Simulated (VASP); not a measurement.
Write the native input for VASP 6.6.1 that does the following.

```yaml
Task: electric field gradients
Functional: PBE
Potentials_or_basis: VASP PAW PBE potentials, release 64 (Hf_pv)
Cutoff: 520 eV
k_mesh: 13 × 13 × 13
Occupations: fermi-dirac, width 0.03 eV
Spin: no spin polarisation
Dipole_correction: no
Further_INCAR_settings: ALGO = Normal; EDIFF = 1e-08; NBANDS = 11
```

The structure of Hf lies in POSCAR:

```
Hf
1.0
    0.0444000000      2.2422000000      2.2422000000
    2.2422000000      0.0444000000      2.2422000000
    2.2422000000      2.2422000000      0.0444000000
Hf
1
Direct
    0.0000000000      0.0000000000      0.0000000000
```

This cell differs from its parent crystal: equal xy, yz and zx shear strains of +2 %.

One way to write it, as run:

INCAR

```
ALGO     = Normal         # electronic algorithm
EDIFF    = 1E-8           # SCF threshold, eV
ENCUT    = 520            # plane-wave cutoff, eV
GGA      = PE             # functional
ISIF     = 2              # what is computed and relaxed
ISMEAR   = -1             # smearing method
LASPH    = T              # aspherical terms in the spheres
LCHARG   = F              # write CHGCAR
LEFG     = T            
LREAL    = F              # projectors in reciprocal space
LWAVE    = F              # write WAVECAR
NBANDS   = 11             # bands
NELM     = 100            # most SCF steps
PREC     = Accurate       # precision mode
SIGMA    = 0.03           # smearing width, eV
```

KPOINTS

```
k-points
0
Gamma
  13 13 13
```

Potentials or basis: VASP PAW PBE potentials, release 64 (Hf_pv).

Run with:

```sh
$ cat potpaw_PBE.64/Hf_pv/POTCAR > POTCAR
$ mpirun -np 1 vasp_std > vasp.out
```

Results of the run:

* Pressure: 2.9 GPa
* Band gap on the k mesh: zero (band 5 reaches 6.04 eV, above the bottom of band 6 at 4.32 eV)

Caveat: the cell differs from its parent crystal (equal xy, yz and zx shear strains of +2 %); without QUAD_EFG the Cq values of the log hold for a quadrupole moment of 1 mb, not for the nuclei; spin-orbit coupling is left out, which moves the levels of the heavy elements.

Run time: 24 s on 1 thread of Intel(R) Xeon(R) Platinum 8488C (Sapphire Rapids), with other jobs on the host, peak memory 0.18 GiB.
